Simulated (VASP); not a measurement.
# PbO2 (R-3m) in VASP: notebook

Runs on PbO2. Level: PBE. Tasks: single point, relaxation of cell and atoms.

Program: VASP 6.6.1. These are calculated values, not measurements. Logs are shortened: lines on timing, memory, paths and dates and some standing lists are left out, and cuts for length are marked.

## 1. The cell of the first run

It takes space group R-3m (No. 166, trigonal). The conventional cell has a = 3.446 Å, b = 3.446 Å, c = 13.368 Å, α = 90.00°, β = 90.00°, γ = 120.00°. Within 3.0 Å of Pb (site symmetry -3m) lie 6 O at 2.24 Å. Within 3.0 Å of O (site symmetry 3m) lie 3 Pb at 2.24 Å and 3 O at 2.87 Å.

## 2. Single point, PBE

INCAR

```
PREC     = Accurate       # precision mode
ENCUT    = 520            # plane-wave cutoff, eV
EDIFF    = 1E-6           # SCF threshold, eV
ISMEAR   = 0              # smearing method
SIGMA    = 0.01           # smearing width, eV
LREAL    = False          # projectors in reciprocal space
LASPH    = True           # aspherical terms in the spheres
NELM     = 100            # most SCF steps
ALGO     = Normal         # electronic algorithm
ISIF     = 2              # what is computed and relaxed
LWAVE    = False          # write WAVECAR
LCHARG   = False          # write CHGCAR
GGA      = PE             # functional
NBANDS   = 20             # bands
```

KPOINTS

```
regular mesh
0
Gamma
  12 12 12
```

POSCAR

```
PbO2
1.0
    1.7229055308      0.9947199720      4.4559399160
   -1.7229055308      0.9947199720      4.4559399160
    0.0000000000     -1.9894399440      4.4559399160
Pb O
1 2
Direct
    0.0000000000      0.0000000000      0.0000000000
    0.2557609933      0.2557609933      0.2557609933
    0.7442390067      0.7442390067      0.7442390067
```

Potentials or basis: VASP PAW PBE potentials, release 64 (Pb_d, O).

On the command line:

```
cat potpaw_PBE.64/Pb_d/POTCAR potpaw_PBE.64/O/POTCAR > POTCAR
mpirun -np 1 vasp_std > vasp.out
```

OUTCAR:

```text
PREC = Accurate
   ENCUT = 520
   EDIFF = 1E-6
   ISMEAR = 0
   LREAL = False
   LASPH = True
   NELM = 100
   ISIF = 2
   GGA = PE

 ion  position               nearest neighbor table
   1  0.000  0.000  0.000-   3 2.24   3 2.24   2 2.24   2 2.24   3 2.24   2 2.24
   2  0.256  0.256  0.256-   1 2.24   1 2.24   1 2.24
   3  0.744  0.744  0.744-   1 2.24   1 2.24   1 2.24

  LATTYP: Found a trigonal (rhomboedric) cell.
 ALAT       =     4.8798844070
 COS(alpha) =     0.7506933537

  Lattice vectors:

 A1 = (   1.7229055308,   0.9947199720,   4.4559399160)
 A2 = (  -1.7229055308,   0.9947199720,   4.4559399160)
 A3 = (   0.0000000000,  -1.9894399440,   4.4559399160)

Analysis of symmetry for initial positions (statically):
=====================================================================
 Subroutine PRICEL returns:
 Original cell was already a primitive cell.

 Routine SETGRP: Setting up the symmetry group for a
 trigonal (rhombohedral) supercell.

 Subroutine GETGRP returns: Found 12 space group operations
 (whereof 12 operations were pure point group operations)
 out of a pool of 12 trial point group operations.

The static configuration has the point symmetry D_3d.

Analysis of symmetry for dynamics (positions and initial velocities):
=====================================================================
 Subroutine PRICEL returns:
 Original cell was already a primitive cell.

 Routine SETGRP: Setting up the symmetry group for a
 trigonal (rhombohedral) supercell.

 Subroutine GETGRP returns: Found 12 space group operations
 (whereof 12 operations were pure point group operations)
 out of a pool of 12 trial point group operations.

The dynamic configuration has the point symmetry D_3d.

 Subroutine INISYM returns: Found 12 space group operations
 (whereof 12 operations are pure point group operations),
 and found     1 'primitive' translations

----------------------------------------------------------------------------------------

                                     Primitive cell

  volume of cell :      45.8198

  direct lattice vectors                    reciprocal lattice vectors
     1.722905531  0.994719972  4.455939916     0.290207438  0.167551342  0.074806514
    -1.722905531  0.994719972  4.455939916    -0.290207438  0.167551342  0.074806514
     0.000000000 -1.989439944  4.455939916     0.000000000 -0.335102685  0.074806514

  length of vectors
     4.879884407  4.879884407  4.879884407     0.343350876  0.343350876  0.343350876

  position of ions in fractional coordinates (direct lattice)
     0.000000000  0.000000000  0.000000000
     0.255760993  0.255760993  0.255760993
     0.744239007  0.744239007  0.744239007

  ion indices of the primitive-cell ions
   primitive index   ion index
                 1           1
                 2           2
                 3           3

----------------------------------------------------------------------------------------

 KPOINTS: regular mesh

Automatic generation of k-mesh.
 Grid dimensions read from file:
 generate k-points for:   12   12   12

 Generating k-lattice:

  Cartesian coordinates                     Fractional coordinates (reciprocal lattice)
     0.024183953  0.013962612  0.006233876     0.083333333 -0.000000000 -0.000000000
    -0.024183953  0.013962612  0.006233876    -0.000000000  0.083333333 -0.000000000
     0.000000000 -0.027925224  0.006233876    -0.000000000 -0.000000000  0.083333333

  Length of vectors
     0.028612573  0.028612573  0.028612573

  Shift w.r.t. Gamma in fractional coordinates (k-lattice)
     0.000000000  0.000000000  0.000000000

 Subroutine IBZKPT returns following result:
 ===========================================

 Found    189 irreducible k-points:

 Following reciprocal coordinates:
            Coordinates               Weight
  0.000000  0.000000  0.000000      1.000000
  0.083333 -0.000000 -0.000000      6.000000
  0.166667  0.000000 -0.000000      6.000000
  0.250000  0.000000  0.000000      6.000000
  0.333333 -0.000000  0.000000      6.000000
  0.416667  0.000000 -0.000000      6.000000
[... 16 lines left out ...]
  0.500000  0.166667  0.000000     12.000000
 -0.416667  0.166667  0.000000     12.000000
 [... further k-points ...]
   k-points           NKPTS =    189   k-points in BZ     NKDIM =    189   number of bands    NBANDS=     20
   number of dos      NEDOS =    301   number of ions     NIONS =      3
   total plane-waves  NPLWV =  46656
   dimension x,y,z NGX =    36 NGY =   36 NGZ =   36
   dimension x,y,z NGXF=    72 NGYF=   72 NGZF=   72
   ions per type =               1   2
   NGX,Y,Z   is equivalent  to a cutoff of  12.26, 12.26, 12.26 a.u.
   NGXF,Y,Z  is equivalent  to a cutoff of  24.53, 24.53, 24.53 a.u.
 SYSTEM =  unknown system
   PREC   = accura    normal or accurate (medium, high low for compatibility)
   ISTART =      0    job   : 0-new  1-cont  2-samecut
   ICHARG =      2    charge: 1-file 2-atom 10-const
   ISPIN  =      1    spin polarized calculation?
   LNONCOLLINEAR =      F non collinear calculations
   LSORBIT =      F    spin-orbit coupling
   LASPH  =      T    aspherical Exc in radial PAW
   ENCUT  =  520.0 eV  38.22 Ry    6.18 a.u.   9.07  9.07  9.07*2*pi/ulx,y,z
   NELM   =    100;   NELMIN=  2; NELMDL= -5     # of ELM steps
   EDIFF  = 0.1E-05   stopping-criterion for ELM
   LREAL  =      F    real-space projection
   EDIFFG = 0.1E-04   stopping-criterion for IOM
   NSW    =      0    number of steps for IOM
   IBRION =     -1    ionic relax: 0-MD 1-quasi-New 2-CG
   NFREE  =      0    steps in history (QN), initial steepest desc. (CG)
   ISIF   =      2    stress and relaxation
   ISYM   =      2    0-nonsym 1-usesym 2-fastsym
   POTIM  = 0.5000    time-step for ionic-motion
   TEBEG  =    0.0;   TEEND  =   0.0 temperature during run
   PSTRESS=    0.0 pullay stress
   NELECT =      26.0000    total number of electrons
   NUPDOWN=      -1.0000    fix difference up-down
   EMIN   =  10.00;   EMAX   =-10.00  energy-range for DOS
   EFERMI =   0.00;   METHOD = LEGACY
   ISMEAR =     0;   SIGMA  =   0.01  broadening in eV -4-tet -1-fermi 0-gaus
   EFERMI_NEDOS =   21; number of points for ismear=-14 and -15
   IALGO  =     38    algorithm
   IMIX   =      4    mixing-type and parameters
     AMIX     =   0.40;   BMIX     =  1.00
     AMIX_MAG =   1.60;   BMIX_MAG =  1.00
  volume/ion in A,a.u.               =      15.27       103.07
  Fermi-wavevector in a.u.,A,eV,Ry     =   1.355340  2.561222 24.993182  1.836947
  Thomas-Fermi vector in A             =   2.482436
   LORBIT       =      0    0 simple, 1 ext, 2 COOP (PROOUT), +10 PAW based schemes
   GGA     = PE    functional components
   LHFCALC =     F    Hartree Fock is set to
   AEXX    =    0.0000 exact exchange contribution
   IVDW    =     0    specifies the selected vdW correction
   LEPSILON=     F    determine dielectric tensor
   LRPA    =     F    only Hartree local field effects (RPA)
 non-spin polarized calculation
 Gauss-broadening in eV      SIGMA  =   0.01
  energy-cutoff  :      520.00
  volume of cell :       45.82
 maximum number of plane-waves:      1257
   NGX = 19   NGY = 19   NGZ = 19

 number of electron      26.0000000 magnetization

 Free energy of the ion-electron system (eV)
  ---------------------------------------------------
  ext. energy  EPLUGINS =         0.00000000
  ---------------------------------------------------
  free energy    TOTEN  =       -15.68097240 eV

  energy without entropy =      -15.68097240  energy(sigma->0) =      -15.68097240

 E-fermi :   3.4253     XC(G=0): -10.1611

 val. band max:        3.3740476442   @ k =   0.5000   0.5000  -0.0000
 cond. band min:       3.4909279930   @ k =   0.0000   0.0000   0.0000
 fundamental gap:      0.1168803488
 Fermi energy:         3.4253027945

 k-point     1 :       0.0000    0.0000    0.0000
  band No.  band energies     occupation
      1     -14.6077      2.00000
      2     -12.5991      2.00000
      3     -12.0290      2.00000
      4     -12.0290      2.00000
      5     -11.7747      2.00000
      6     -11.7327      2.00000
[... 12 lines left out ...]
     19      19.6151      0.00000
     20      20.1369      0.00000

 k-point     2 :       0.0833   -0.0000   -0.0000
  band No.  band energies     occupation
      1     -14.5427      2.00000
      2     -12.9082      2.00000
      3     -12.0083      2.00000
      4     -11.8301      2.00000
      5     -11.7679      2.00000
      6     -11.7344      2.00000
[... 12 lines left out ...]
     19      18.5311      0.00000
     20      20.0765      0.00000

 k-point     3 :       0.1667    0.0000   -0.0000
  band No.  band energies     occupation
      1     -14.3677      2.00000
      2     -13.3237      2.00000
      3     -11.9554      2.00000
      4     -11.8224      2.00000
      5     -11.7469      2.00000
      6     -11.7342      2.00000
[... 12 lines left out ...]
     19      17.4706      0.00000
     20      19.9926      0.00000

 k-point     4 :       0.2500    0.0000    0.0000
  band No.  band energies     occupation
      1     -14.1868      2.00000
      2     -13.5836      2.00000
      3     -11.9013      2.00000
      4     -11.8564      2.00000
      5     -11.7210      2.00000
      6     -11.7135      2.00000
[... 12 lines left out ...]
     19      16.7273      0.00000
     20      19.6974      0.00000

 k-point     5 :       0.3333   -0.0000    0.0000
  band No.  band energies     occupation
      1     -14.2299      2.00000
      2     -13.4847      2.00000
      3     -11.8988      2.00000
      4     -11.8789      2.00000
      5     -11.6995      2.00000
      6     -11.6583      2.00000
[... 12 lines left out ...]
     19      16.3424      0.00000
     20      18.4494      0.00000

 k-point     6 :       0.4167    0.0000   -0.0000
  band No.  band energies     occupation
      1     -14.3550      2.00000
      2     -13.2485      2.00000
      3     -11.9385      2.00000
      4     -11.8777      2.00000
      5     -11.6883      2.00000
      6     -11.6007      2.00000
[... 12 lines left out ...]
     19      16.2358      0.00000
     20      17.5934      0.00000

 k-point     7 :       0.5000    0.0000    0.0000
  band No.  band energies     occupation
      1     -14.4049      2.00000
      2     -13.1417      2.00000
      3     -11.9568      2.00000
      4     -11.8791      2.00000
      5     -11.6857      2.00000
      6     -11.5774      2.00000
[... 12 lines left out ...]
     19      16.2380      0.00000
     20      17.2837      0.00000
[... 277 lines left out ...]
 k-point    20 :       0.2500    0.1667   -0.0000
  band No.  band energies     occupation
      1     -14.1893      2.00000
      2     -13.5898      2.00000
      3     -11.8979      2.00000
      4     -11.8290      2.00000
      5     -11.7525      2.00000
      6     -11.7029      2.00000
[... 12 lines left out ...]
     19      16.7256      0.00000
     20      19.5378      0.00000

 k-point    21 :       0.3333    0.1667    0.0000
  band No.  band energies     occupation
      1     -13.9980      2.00000
      2     -13.8230      2.00000
      3     -11.8430      2.00000
      4     -11.8416      2.00000
      5     -11.6868      2.00000
      6     -11.6642      2.00000
[... 12 lines left out ...]
     19      16.7067      0.00000
     20      18.6494      0.00000

 k-point    22 :       0.4167    0.1667   -0.0000
  band No.  band energies     occupation
      1     -14.0971      2.00000
      2     -13.7179      2.00000
      3     -11.8683      2.00000
      4     -11.8089      2.00000
      5     -11.6603      2.00000
      6     -11.5019      2.00000
[... 12 lines left out ...]
     19      17.0185      0.00000
     20      17.8421      0.00000

 k-point    23 :       0.5000    0.1667    0.0000
  band No.  band energies     occupation
      1     -14.2275      2.00000
      2     -13.5661      2.00000
      3     -11.8909      2.00000
      4     -11.7655      2.00000
      5     -11.6702      2.00000
      6     -11.3282      2.00000
[... 12 lines left out ...]
     19      17.0965      0.00000
     20      17.6005      0.00000

 k-point    24 :      -0.4167    0.1667    0.0000
  band No.  band energies     occupation
      1     -14.2681      2.00000
      2     -13.5186      2.00000
      3     -11.8997      2.00000
      4     -11.7286      2.00000
      5     -11.6961      2.00000
      6     -11.2588      2.00000
[... 12 lines left out ...]
     19      16.7575      0.00000
     20      17.7614      0.00000

 [... further k-points ...]

------------------------ aborting loop because EDIFF is reached ----------------------------------------

  FORCE on cell =-STRESS in cart. coord.  units (eV):
  Direction    XX          YY          ZZ          XY          YZ          ZX
  --------------------------------------------------------------------------------------
  -------------------------------------------------------------------------------------
  Total        0.1065195      0.1065195     -0.0024863     -0.0000000     -0.0000000      0.0000000
  in kB        3.7246600      3.7246600     -0.0869373     -0.0000000     -0.0000000      0.0000000
  external PRESSURE =       2.4541276 kB  Pullay stress =       0.0000000 kB

 VOLUME and BASIS-vectors are now :
 -----------------------------------------------------------------------------
  energy-cutoff  :      520.00
  volume of cell :       45.82
      direct lattice vectors                 reciprocal lattice vectors
     1.722905531  0.994719972  4.455939916     0.290207438  0.167551342  0.074806514
    -1.722905531  0.994719972  4.455939916    -0.290207438  0.167551342  0.074806514
     0.000000000 -1.989439944  4.455939916     0.000000000 -0.335102685  0.074806514

 POSITION                                       TOTAL-FORCE (eV/Angst)
 -----------------------------------------------------------------------------------
      0.00000      0.00000      0.00000         0.000000      0.000000      0.000000
      0.00000      0.00000      3.41897         0.000000     -0.000000     -0.032428
      0.00000      0.00000      9.94885         0.000000      0.000000      0.032428
 -----------------------------------------------------------------------------------
    total drift:                                0.000000     -0.000000      0.000000

  FREE ENERGIE OF THE ION-ELECTRON SYSTEM (eV)
  ---------------------------------------------------
  free  energy   TOTEN  =       -15.6809724023 eV

  energy  without entropy=      -15.6809724023  energy(sigma->0) =      -15.68097240
```

Run time: 74 s. Hardware: 1 thread of Intel Xeon 6975P-C (Granite Rapids), shared host; peak memory 0.3 GiB.

What came out:

- Free energy: -15.6810 eV
- Pressure: 0.2 GPa
- Largest force: 0.032 eV/Å
- Band gap on the k mesh: 0.12 eV, indirect (least direct gap 0.18 eV)

Forces on the atoms (eV/Å):
```
Pb   0.000  0.000  0.000
O    0.000  0.000 -0.032
O    0.000  0.000  0.032
```

Stress tensor (GPa, compression positive):
```
 0.37  0.00  0.00
 0.00  0.37  0.00
 0.00  0.00 -0.01
```

Levels at points of the mesh, in eV from the valence-band top:
```tsv
k point	band 11	band 12	band 13	band 14	band 15	band 16
(0.00, 0.00, 0.00)	-0.75	-0.75	-0.06	0.12	5.12	9.88
(0.50, 0.00, 0.00)	-1.66	-0.74	-0.61	3.10	7.13	8.70
(0.50, 0.50, 0.00)	-0.97	-0.28	0.00	2.72	6.03	9.54
(0.50, 0.50, 0.50)	-1.56	-0.61	-0.61	1.95	5.11	10.28
```

Caveat: spin-orbit coupling is left out, which moves the levels of the heavy elements.

(Continued in part 2 of 2.)
